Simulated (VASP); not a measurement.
# CaO in VASP: notebook

CaO is run at these levels: r2SCAN; tasks: single point, relaxation of cell and atoms.

Program: VASP 6.6.1. These are calculated values, not measurements. Logs are shortened: lines on timing, memory, paths and dates and some standing lists are left out, and cuts for length are marked.

## (1) The cell of the first run

The structure is tetragonal, space group I4/mmm (No. 139). Conventional cell: a = 3.407 Å, b = 3.407 Å, c = 4.782 Å, α = 90.00°, β = 90.00°, γ = 90.00°. Within 3.2 Å of Ca (site symmetry 4/mmm) lie 6 O at 2.39 to 2.41 Å. Within 3.2 Å of O (site symmetry 4/mmm) lie 6 Ca at 2.39 to 2.41 Å.

## (2) Single point, r2SCAN (in-plane strain +0.005, then relaxed in part)

Contents of POSCAR:

```
CaO
1.0
    2.4094286118      2.4094286118      0.0000000000
   -2.4094286118      2.4094286118      0.0000000000
    0.0000000000      2.4094286118      2.3910921955
Ca O
1 1
Direct
    0.0000000000      0.0000000000      0.0000000000
    0.5000000000      0.5000000000      0.0000000000
```

Contents of INCAR.step1:

```
PREC     = Accurate       # precision mode
ENCUT    = 910            # plane-wave cutoff, eV
ISMEAR   = 0              # smearing method
SIGMA    = 0.01           # smearing width, eV
LREAL    = F              # projectors in reciprocal space
LASPH    = T              # aspherical terms in the spheres
NELM     = 120            # most SCF steps
NBANDS   = 15             # bands
GGA      = PE             # functional
ALGO     = Normal         # electronic algorithm
EDIFF    = 1E-5           # SCF threshold, eV
LWAVE    = T              # write WAVECAR
LCHARG   = F              # write CHGCAR
GGA_COMPAT= F
```

Contents of INCAR.step2:

```
PREC     = Accurate       # precision mode
ENCUT    = 910            # plane-wave cutoff, eV
EDIFF    = 1E-6           # SCF threshold, eV
ISMEAR   = 0              # smearing method
SIGMA    = 0.01           # smearing width, eV
LREAL    = F              # projectors in reciprocal space
LASPH    = T              # aspherical terms in the spheres
NELM     = 120            # most SCF steps
ALGO     = Normal         # electronic algorithm
ISIF     = 2              # what is computed and relaxed
LWAVE    = F              # write WAVECAR
LCHARG   = F              # write CHGCAR
METAGGA  = R2SCAN         # meta-GGA
LMIXTAU  = T            
NBANDS   = 15             # bands
ISTART   = 1            
GGA_COMPAT= F
```

Contents of KPOINTS:

```
regular mesh
0
Gamma
  8 8 8
```

Potentials or basis: VASP PAW PBE potentials, release 64 (Ca_sv, O_h).

Command:

```bash
> cat potpaw_PBE.64/Ca_sv/POTCAR potpaw_PBE.64/O_h/POTCAR > POTCAR
> cp INCAR.step1 INCAR
> mpirun -np 1 vasp_std > vasp.out
> cp INCAR.step2 INCAR
> mpirun -np 1 vasp_std > vasp.out
```

OUTCAR:

```text
PREC = Accurate
   ENCUT = 910
   EDIFF = 1E-6
   ISMEAR = 0
   LREAL = F
   LASPH = T
   NELM = 120
   ISIF = 2
   METAGGA = R2SCAN
   ISTART = 1

 ion  position               nearest neighbor table
   1  0.000  0.000  0.000-
   2  0.500  0.500  0.000-

  LATTYP: Found a body centered tetragonal cell.
 ALAT       =     3.4074466204
 C/A-ratio  =     1.4034510071

  Lattice vectors:

 A1 = (   2.4094286118,   0.0000000000,  -2.3910921955)
 A2 = (  -2.4094286118,   0.0000000000,  -2.3910921955)
 A3 = (   0.0000000000,   2.4094286118,   2.3910921955)

Analysis of symmetry for initial positions (statically):
=====================================================================
 Subroutine PRICEL returns:
 Original cell was already a primitive cell.

 Routine SETGRP: Setting up the symmetry group for a
 body centered tetragonal supercell.

 Subroutine GETGRP returns: Found 16 space group operations
 (whereof 16 operations were pure point group operations)
 out of a pool of 16 trial point group operations.

The static configuration has the point symmetry D_4h.

Analysis of symmetry for dynamics (positions and initial velocities):
=====================================================================
 Subroutine PRICEL returns:
 Original cell was already a primitive cell.

 Routine SETGRP: Setting up the symmetry group for a
 body centered tetragonal supercell.

 Subroutine GETGRP returns: Found 16 space group operations
 (whereof 16 operations were pure point group operations)
 out of a pool of 16 trial point group operations.

The dynamic configuration has the point symmetry D_4h.

 Subroutine INISYM returns: Found 16 space group operations
 (whereof 16 operations are pure point group operations),
 and found     1 'primitive' translations

----------------------------------------------------------------------------------------

                                     Primitive cell

  volume of cell :      27.7622

  direct lattice vectors                    reciprocal lattice vectors
     2.409428612  2.409428612  0.000000000     0.207518080  0.207518080 -0.209109461
    -2.409428612  2.409428612  0.000000000    -0.207518080  0.207518080 -0.209109461
     0.000000000  2.409428612  2.391092196     0.000000000  0.000000000  0.418218922

  length of vectors
     3.407446620  3.407446620  3.394505579     0.360352985  0.360352985  0.418218922

  position of ions in fractional coordinates (direct lattice)
     0.000000000  0.000000000  0.000000000
     0.500000000  0.500000000  0.000000000

  ion indices of the primitive-cell ions
   primitive index   ion index
                 1           1
                 2           2

----------------------------------------------------------------------------------------

 KPOINTS: regular mesh

Automatic generation of k-mesh.
 Grid dimensions read from file:
 generate k-points for:    8    8    8

 Generating k-lattice:

  Cartesian coordinates                     Fractional coordinates (reciprocal lattice)
     0.025939760  0.025939760 -0.026138683     0.125000000  0.000000000 -0.000000000
    -0.025939760  0.025939760 -0.026138683     0.000000000  0.125000000 -0.000000000
     0.000000000  0.000000000  0.052277365     0.000000000  0.000000000  0.125000000

  Length of vectors
     0.045044123  0.045044123  0.052277365

  Shift w.r.t. Gamma in fractional coordinates (k-lattice)
     0.000000000  0.000000000  0.000000000

 Subroutine IBZKPT returns following result:
 ===========================================

 Found     59 irreducible k-points:

 Following reciprocal coordinates:
            Coordinates               Weight
  0.000000  0.000000  0.000000      1.000000
  0.125000  0.000000 -0.000000      8.000000
  0.250000  0.000000 -0.000000      8.000000
  0.375000  0.000000  0.000000      8.000000
  0.500000  0.000000 -0.000000      4.000000
  0.125000  0.125000 -0.000000      8.000000
[... 16 lines left out ...]
  0.250000  0.000000  0.125000      4.000000
  0.375000  0.000000  0.125000      8.000000
 [... further k-points ...]
   k-points           NKPTS =     59   k-points in BZ     NKDIM =     59   number of bands    NBANDS=     15
   number of dos      NEDOS =    301   number of ions     NIONS =      2
   total plane-waves  NPLWV =  46656
   dimension x,y,z NGX =    36 NGY =   36 NGZ =   36
   dimension x,y,z NGXF=    72 NGYF=   72 NGZF=   72
   ions per type =               1   1
   NGX,Y,Z   is equivalent  to a cutoff of  17.56, 17.56, 17.63 a.u.
   NGXF,Y,Z  is equivalent  to a cutoff of  35.13, 35.13, 35.26 a.u.
 SYSTEM =  unknown system
   PREC   = accura    normal or accurate (medium, high low for compatibility)
   ISTART =      1    job   : 0-new  1-cont  2-samecut
   ICHARG =      0    charge: 1-file 2-atom 10-const
   ISPIN  =      1    spin polarized calculation?
   LNONCOLLINEAR =      F non collinear calculations
   LSORBIT =      F    spin-orbit coupling
   LASPH  =      T    aspherical Exc in radial PAW
   ENCUT  =  910.0 eV  66.88 Ry    8.18 a.u.   8.38  8.38  8.35*2*pi/ulx,y,z
   NELM   =    120;   NELMIN=  2; NELMDL=  0     # of ELM steps
   EDIFF  = 0.1E-05   stopping-criterion for ELM
   LREAL  =      F    real-space projection
   EDIFFG = 0.1E-04   stopping-criterion for IOM
   NSW    =      0    number of steps for IOM
   IBRION =     -1    ionic relax: 0-MD 1-quasi-New 2-CG
   NFREE  =      0    steps in history (QN), initial steepest desc. (CG)
   ISIF   =      2    stress and relaxation
   ISYM   =      2    0-nonsym 1-usesym 2-fastsym
   POTIM  = 0.5000    time-step for ionic-motion
   TEBEG  =    0.0;   TEEND  =   0.0 temperature during run
   PSTRESS=    0.0 pullay stress
   NELECT =      16.0000    total number of electrons
   NUPDOWN=      -1.0000    fix difference up-down
   EMIN   =  10.00;   EMAX   =-10.00  energy-range for DOS
   EFERMI =   0.00;   METHOD = LEGACY
   ISMEAR =     0;   SIGMA  =   0.01  broadening in eV -4-tet -1-fermi 0-gaus
   EFERMI_NEDOS =   21; number of points for ismear=-14 and -15
   IALGO  =     38    algorithm
   IMIX   =      4    mixing-type and parameters
     AMIX     =   0.40;   BMIX     =  1.00
     AMIX_MAG =   1.60;   BMIX_MAG =  1.00
  volume/ion in A,a.u.               =      13.88        93.67
  Fermi-wavevector in a.u.,A,eV,Ry     =   1.362375  2.574516 25.253307  1.856066
  Thomas-Fermi vector in A             =   2.488870
   LORBIT       =      0    0 simple, 1 ext, 2 COOP (PROOUT), +10 PAW based schemes
   METAGGA = R2SCAN    functional components
   LHFCALC =     F    Hartree Fock is set to
   AEXX    =    0.0000 exact exchange contribution
   IVDW    =     0    specifies the selected vdW correction
   LEPSILON=     F    determine dielectric tensor
   LRPA    =     F    only Hartree local field effects (RPA)
 non-spin polarized calculation
 Gauss-broadening in eV      SIGMA  =   0.01
  energy-cutoff  :      910.00
  volume of cell :       27.76
 maximum number of plane-waves:      1767
 NGX is ok and might be reduce to    36
   NGX = 17   NGY = 17   NGZ = 17

 number of electron      15.9999999 magnetization

 Free energy of the ion-electron system (eV)
  ---------------------------------------------------
  ext. energy  EPLUGINS =         0.00000000
  ---------------------------------------------------
  free energy    TOTEN  =       -19.46376905 eV

  energy without entropy =      -19.46376905  energy(sigma->0) =      -19.46376905

 E-fermi :   2.3978     XC(G=0): -11.0763

 val. band max:        2.3016807289   @ k =   0.0000   0.0000   0.0000
 cond. band min:       6.4644174883   @ k =   0.0000   0.0000   0.5000
 fundamental gap:      4.1627367594
 Fermi energy:         2.3978082732

 k-point     1 :       0.0000    0.0000    0.0000
  band No.  band energies     occupation
      1     -36.7661      2.00000
      2     -16.6601      2.00000
      3     -16.6601      2.00000
      4     -16.6543      2.00000
      5     -14.1865      2.00000
      6       2.2825      2.00000
      7       2.2825      2.00000
      8       2.3017      2.00000
      9       7.7131      0.00000
     10       9.1289      0.00000
     11       9.1289      0.00000
     12       9.1796      0.00000
     13      10.7062      0.00000
     14      10.7803      0.00000
     15      18.0649      0.00000

 k-point     2 :       0.1250    0.0000   -0.0000
  band No.  band energies     occupation
      1     -36.7514      2.00000
      2     -16.8980      2.00000
      3     -16.6682      2.00000
      4     -16.6632      2.00000
      5     -13.9373      2.00000
      6       1.7752      2.00000
      7       2.0767      2.00000
      8       2.0873      2.00000
      9       8.3928      0.00000
     10       9.0996      0.00000
     11       9.4024      0.00000
     12       9.4313      0.00000
     13      11.0765      0.00000
     14      11.1548      0.00000
     15      18.6645      0.00000

 k-point     3 :       0.2500    0.0000   -0.0000
  band No.  band energies     occupation
      1     -36.7156      2.00000
      2     -17.3575      2.00000
      3     -16.6875      2.00000
      4     -16.6797      2.00000
      5     -13.4536      2.00000
      6       0.7892      2.00000
      7       1.6320      2.00000
      8       1.6373      2.00000
      9       9.1713      0.00000
     10       9.8682      0.00000
     11      10.1212      0.00000
     12      10.1345      0.00000
     13      11.9732      0.00000
     14      12.0596      0.00000
     15      19.0452      0.00000
[... 343 lines left out ...]
 k-point    23 :       0.2500    0.0000    0.1250
  band No.  band energies     occupation
      1     -36.7300      2.00000
      2     -17.1359      2.00000
      3     -16.7246      2.00000
      4     -16.6639      2.00000
      5     -13.6698      2.00000
      6       1.1397      2.00000
      7       1.7209      2.00000
      8       2.0405      2.00000
      9       8.9042      0.00000
     10       9.1929      0.00000
     11       9.5986      0.00000
     12      10.2281      0.00000
     13      11.4364      0.00000
     14      11.8504      0.00000
     15      19.2633      0.00000

 k-point    24 :       0.3750    0.0000    0.1250
  band No.  band energies     occupation
      1     -36.6943      2.00000
      2     -17.4769      2.00000
      3     -16.7765      2.00000
      4     -16.6836      2.00000
      5     -13.3113      2.00000
      6       0.4293      2.00000
      7       1.3422      2.00000
      8       1.6620      2.00000
      9       9.0932      0.00000
     10      10.2514      0.00000
     11      10.2717      0.00000
     12      11.0574      0.00000
     13      12.4148      0.00000
     14      12.7671      0.00000
     15      18.9155      0.00000

 [... further k-points ...]

------------------------ aborting loop because EDIFF is reached ----------------------------------------

  FORCE on cell =-STRESS in cart. coord.  units (eV):
  Direction    XX          YY          ZZ          XY          YZ          ZX
  --------------------------------------------------------------------------------------
  -------------------------------------------------------------------------------------
  Total       -0.0702844     -0.0702844      0.1669265      0.0000000      0.0000000     -0.0000000
  in kB       -4.0561574     -4.0561574      9.6334392      0.0000000      0.0000000     -0.0000000
  external PRESSURE =       0.5070415 kB  Pullay stress =       0.0000000 kB

 VOLUME and BASIS-vectors are now :
 -----------------------------------------------------------------------------
  energy-cutoff  :      910.00
  volume of cell :       27.76
      direct lattice vectors                 reciprocal lattice vectors
     2.409428612  2.409428612  0.000000000     0.207518080  0.207518080 -0.209109461
    -2.409428612  2.409428612  0.000000000    -0.207518080  0.207518080 -0.209109461
     0.000000000  2.409428612  2.391092196     0.000000000  0.000000000  0.418218922

 POSITION                                       TOTAL-FORCE (eV/Angst)
 -----------------------------------------------------------------------------------
      0.00000      0.00000      0.00000        -0.000000     -0.000000      0.000000
      0.00000      2.40943      0.00000         0.000000      0.000000      0.000000
 -----------------------------------------------------------------------------------
    total drift:                               -0.000000      0.000000     -0.000000

  FREE ENERGIE OF THE ION-ELECTRON SYSTEM (eV)
  ---------------------------------------------------
  free  energy   TOTEN  =       -19.4637690543 eV

  energy  without entropy=      -19.4637690543  energy(sigma->0) =      -19.46376905
```

It took 3 min on 1 thread of Intel Xeon Platinum 8259CL at 2.50GHz (Skylake/Cascade Lake), shared host; peak memory 0.25 GiB.

Results:

```
Free energy            : -19.4638 eV
Pressure               : 0.1 GPa
Band gap on the k mesh : 4.16 eV (least direct gap 4.56 eV)
```

Caveat: the cell differs from its parent crystal (in-plane strain +0.005, then relaxed in part); the cutoff is under 1.25 times the usual one of these potentials, so pressure, stress and relaxed cells hold a basis-set (Pulay) error; the PAW data sets were made with another functional, which shifts forces and pressure a little. A k mesh can miss the band edges.

## (3) Relaxation of cell and atoms, r2SCAN

This run uses another cell than the first one, of 13.94 Å³/atom.

Contents of POSCAR:

```
CaO
1.0
    2.4065000000      2.4065000000      0.0000000000
   -2.4065000000      2.4065000000      0.0000000000
    0.0000000000      2.4065000000      2.4065000000
Ca O
1 1
Direct
    0.0000000000      0.0000000000      0.0000000000
    0.5000000000      0.5000000000      0.0000000000
```

Contents of INCAR.step1:

```
PREC = Accurate
ENCUT = 600
ISMEAR = -1
SIGMA = 0.08
LREAL = F
LASPH = T
NELM = 80
GGA = PE
ALGO = Normal
EDIFF = 1E-4
LWAVE = T
LCHARG = F
```

Contents of INCAR.step2:

```
PREC = Accurate
ENCUT = 600
EDIFF = 1E-7
ISMEAR = -1
SIGMA = 0.08
LREAL = F
LASPH = T
NELM = 80
ALGO = Normal
ISIF = 3
LWAVE = F
LCHARG = F
METAGGA = R2SCAN
LMIXTAU = T
IBRION = 2
NSW = 100
EDIFFG = -0.002
ISTART = 1
```

Contents of KPOINTS:

```
Automatic mesh
0
Gamma
  12 12 12
```

Potentials or basis: VASP PAW PBE potentials, release 64 (Ca_sv, O).

Command:

```bash
> cat potpaw_PBE.64/Ca_sv/POTCAR potpaw_PBE.64/O/POTCAR > POTCAR
> cp INCAR.step1 INCAR
> mpirun -np 1 vasp_std > vasp.out
> cp INCAR.step2 INCAR
> mpirun -np 1 vasp_std > vasp.out
```

It took 7.5 min on 1 thread of Intel Xeon Platinum 8259CL at 2.50GHz (Skylake/Cascade Lake), shared host; peak memory 0.19 GiB.

The run converged. Its results:

```
Free energy                           : -19.4578 eV
Relaxed volume                        : 13.89 Å³/atom
Relaxed cell                          : a = 3.399 Å, b = 3.399 Å, c = 3.399 Å, α = 60.00°, β = 60.00°, γ = 90.00°
Space group after relaxing (to 0.1 Å) : Fm-3m (No. 225)
Energy gained by relaxing             : 0.1 meV/atom
Ionic steps                           : 3
Pressure after relaxing               : 0.0 GPa
Band gap on the k mesh                : 4.19 eV (least direct gap 4.56 eV)
```

The path:
```csv
step,energy change (eV),largest force (eV/Å),pressure (GPa),volume (Å³)
1,0.0000,0.0000,-0.39,27.87
2,-0.0001,0.0000,0.18,27.74
3,-0.0001,0.0000,0.01,27.78
```

Final structure:
```cif
data_structure
_symmetry_space_group_name_H-M 'P 1'
_symmetry_Int_Tables_number 1
_cell_length_a 3.3994
_cell_length_b 3.3994
_cell_length_c 3.3994
_cell_angle_alpha 60.000
_cell_angle_beta 60.000
_cell_angle_gamma 90.000
_cell_volume 27.78
loop_
_atom_site_label
_atom_site_type_symbol
_atom_site_fract_x
_atom_site_fract_y
_atom_site_fract_z
_atom_site_occupancy
Ca1 Ca 0.00000 0.00000 0.00000 1
O1 O 0.50000 0.50000 0.00000 1
```

Levels at points of the mesh, in eV from the valence-band top:
| k point | band 5 | band 6 | band 7 | band 8 | band 9 | band 10 | band 11 | band 12 |
| --- | --- | --- | --- | --- | --- | --- | --- | --- |
| (0.00, 0.00, 0.00) | -16.47 | 0.00 | 0.00 | 0.00 | 5.42 | 6.85 | 6.85 | 6.85 |
| (0.50, 0.00, 0.00) | -15.20 | -2.60 | -1.20 | -1.20 | 7.69 | 9.04 | 9.04 | 9.21 |
| (0.50, 0.50, 0.00) | -16.25 | -1.29 | -0.37 | -0.37 | 4.19 | 8.76 | 9.63 | 10.23 |

Caveat: the PAW data sets were made with another functional, which shifts forces and pressure a little. A k mesh can miss the band edges.

(Part 1 of 2 ends here.)
